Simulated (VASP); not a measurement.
A run of VASP 6.6.1 is set up as follows.

Contents of INCAR:

```
SYSTEM = Ti
ALGO = Fast ; EDIFF = 1E-6
ENCUT = 520 ; GGA = PE
ISIF = 2 ; ISMEAR = 0
LASPH = .True. ; LCHARG = .False.
LREAL = .False. ; LWAVE = .False.
NBANDS = 25 ; NELM = 100
PREC = Accurate ; SIGMA = 0.1
```

KPOINTS

```
k-points
0
Gamma
  12 12 14
  0 0 0
```

Contents of POSCAR:

```
Ti
1.0
    4.4245986934      0.0000000000      0.0000000000
   -2.2122993467      3.8318148700      0.0000000000
    0.0000000000      0.0000000000      2.9922578584
Ti
3
Direct
    0.0000000000      0.0000000000      0.0000000000
    0.3333333333      0.6666666667      0.5000000000
    0.6666666667      0.3333333333      0.5000000000
```

Potentials or basis: VASP PAW PBE potentials, release 64 (Ti_sv).

Command:

```bash
$ cat potpaw_PBE.64/Ti_sv/POTCAR > POTCAR
$ mpirun -np 1 vasp_std > vasp.out
```

Question: Estimate the band gap on the k mesh.

Answer: Zero (bands 18 and 19 overlap by 0.58 eV).

Question: Estimate the pressure.

Answer: 1.1 GPa.

Stress tensor (GPa, compression positive):
```
 6.22  0.00  0.00
 0.00  6.22  0.00
 0.00  0.00 -9.02
```

Caveat: the cell differs from its parent crystal (strained).
